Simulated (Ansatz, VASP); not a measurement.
One calculation of La, two programs

```xyz
8
Lattice="3.7825 0.0000 0.0000 -1.8913 3.2758 0.0000 0.0000 0.0000 36.0676" Properties=species:S:1:pos:R:3 pbc="T T T"
La    0.0000    2.1839    7.6126
La    0.0000    0.0000   10.4557
La    1.8913    1.0919   13.5577
La    0.0000    0.0000   16.4725
La    0.0000    2.1839   19.5749
La    0.0000    0.0000   22.4856
La    1.8913    1.0919   25.6154
La    0.0000    0.0000   28.4961
```

Alike in both runs: functional r2SCAN; k mesh 9 × 9 × 1; occupations gaussian, width 0.1 eV; no spin polarisation.

Ansatz relaxed the structure, and its values are those at the end. VASP's run is a single point on that final structure, the one shown.

|  | VASP | Ansatz |
| --- | --- | --- |
| version | VASP 6.6.1 | Ansatz 0.2.0 |
| potentials or method | VASP PAW PBE potentials, release 64 (La), cutoff 520 eV | scalar-relativistic, plane waves, PAW |
| valence electrons in the cell | 88 | 88 |

VASP gave:

- gap on the k mesh at the Fermi level (eV): none
- work function, face that differs most (eV): 3.26

What did Ansatz give for the same quantities?

gap on the k mesh at the Fermi level (eV): none; work function, face that differs most (eV): 3.25.

VASP's potentials were made for PBE, not for r2SCAN. A gap of «none» marks a metal or a gap that the smearing closes. Ansatz's warnings: xc potential rough in thin density.

Spin-orbit coupling is off throughout.
